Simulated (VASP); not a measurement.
A run of VASP 6.6.1 is set up as follows.

INCAR

```
  PREC = Accurate
  ENCUT = 700
  EDIFF = 1E-6
  ISMEAR = 0
  SIGMA = 0.01
  LREAL = False
  LASPH = True
  NELM = 120
  ALGO = Normal
  ISIF = 2
  LWAVE = False
  LCHARG = False
  GGA = PS
  NBANDS = 24
  GGA_COMPAT = False
```

KPOINTS

```
Automatic mesh
0
Gamma
  8 8 8
```

Contents of POSCAR:

```
CdF2
1.0
    2.7092473824      2.7092473824      0.0000000000
   -2.7092473824      2.7092473824      0.0000000000
    0.0000000000      2.7092473824      2.7092473824
Cd F
1 2
Direct
    0.0000000000      0.0000000000      0.0000000000
    0.2500000000      0.7500000000      0.5000000000
    0.7500000000      0.2500000000      0.5000000000
```

Potentials or basis: VASP PAW PBE potentials, release 64 (Cd_sv_GW, F).

The run is started by

```sh
$ cat potpaw_PBE.64/Cd_sv_GW/POTCAR potpaw_PBE.64/F/POTCAR > POTCAR
$ mpirun -np 1 vasp_std > vasp.out
```

(1) Estimate the pressure.

(2) What does it give for the band gap on the k mesh?

Results:

(1) -2.4 GPa.

(2) 2.87 eV (least direct gap 3.38 eV).

Caveat: the PAW data sets were made with another functional, which shifts forces and pressure a little.
